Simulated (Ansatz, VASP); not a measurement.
## AlN in VASP and in Ansatz

File INCAR:

```
SYSTEM = AlN
ALGO     = Normal         ! electronic algorithm
EDIFF    = 1E-6           ! SCF threshold, eV
ENCUT    = 520            ! plane-wave cutoff, eV
ISIF     = 2              ! what is computed and relaxed
ISMEAR   = 0              ! smearing method
LASPH    = .TRUE.         ! aspherical terms in the spheres
LCHARG   = .FALSE.        ! write CHGCAR
LREAL    = .FALSE.        ! projectors in reciprocal space
LWAVE    = .FALSE.        ! write WAVECAR
NBANDS   = 26             ! bands
NELM     = 60             ! most SCF steps
PREC     = Accurate       ! precision mode
SIGMA    = 0.05           ! smearing width, eV
```

The input KPOINTS:

```
k-points
0
G
  8 8 3
  0 0 0
```

POSCAR

```
AlN
1.0
   -3.0886152975      0.0000000000      0.0000000000
   -1.5443076488     -2.6748193102      0.0000000000
   -0.1286923041     -0.2229016092      9.8871685333
Al N
4 4
Direct
    0.3333333333      0.2579574576      0.9045105086
    0.3333333333      0.2996241243      0.4045105086
    0.6666666667      0.6537907909      0.1545105086
    0.6666666667      0.6121241243      0.6545105086
    0.3333333333      0.3253758757      0.0954894914
    0.3333333333      0.2837092090      0.5954894914
    0.6666666667      0.6378758757      0.3454894914
    0.6666666667      0.5962092090      0.8454894914
```

Input for Ansatz:

```yaml
crystal:
  lattice:
    - [-3.0886152975, 0.0, 0.0]
    - [-1.5443076488, -2.6748193102, 0.0]
    - [-0.1286923041, -0.2229016092, 9.8871685333]
  atoms:
    - { symbol: Al, position: [0.3333333333, 0.2579574576, 0.9045105086] }
    - { symbol: Al, position: [0.3333333333, 0.2996241243, 0.4045105086] }
    - { symbol: Al, position: [0.6666666667, 0.6537907909, 0.1545105086] }
    - { symbol: Al, position: [0.6666666667, 0.6121241243, 0.6545105086] }
    - { symbol: "N", position: [0.3333333333, 0.3253758757, 0.0954894914] }
    - { symbol: "N", position: [0.3333333333, 0.283709209, 0.5954894914] }
    - { symbol: "N", position: [0.6666666667, 0.6378758757, 0.3454894914] }
    - { symbol: "N", position: [0.6666666667, 0.596209209, 0.8454894914] }
basis:
  ecutwfc: 520.0
kpoints:
  mp_grid: { grid: [8, 8, 3] }
hamiltonian:
  xc: lda
  pseudopotentials: { kind: paw, azcp: { folder: soft_1 } }
scf:
  occupations: { method: gaussian, width: 0.05 }
output:
  forces: true
  stress: true
  eigenvalues: true
```

Alike in both runs: task single point; functional LDA; k mesh 8 × 8 × 3; occupations gaussian, width 0.05 eV; no spin polarisation.

```csv
,VASP,Ansatz
version,VASP 6.6.1,Ansatz 0.2.0
potentials or method,"VASP PAW LDA potentials, release 64 (Al, N), cutoff 520 eV","scalar-relativistic, plane waves, PAW"
valence electrons in the cell,32,32
```

```tsv
	VASP	Ansatz	Ansatz less VASP
gap on the k mesh at the Fermi level (eV)	4.33	4.32	-0.007
least direct gap on the mesh (eV)	4.33	4.32	-0.007
pressure (GPa)	0.5	-0.1	-0.61
traceless stress, the component that is largest in VASP (GPa)	2.31	2.31	+0.004
rms of the force components (eV/Å)	0.145	0.145	+0.0006
```

Ansatz warns that its potentials were made for another functional, while VASP's fit it. LDA's correlation is that of Perdew and Zunger in VASP and of Perdew and Wang (1992) in Ansatz. Atom by atom the forces differ by 0.001 eV/Å (rms over components).
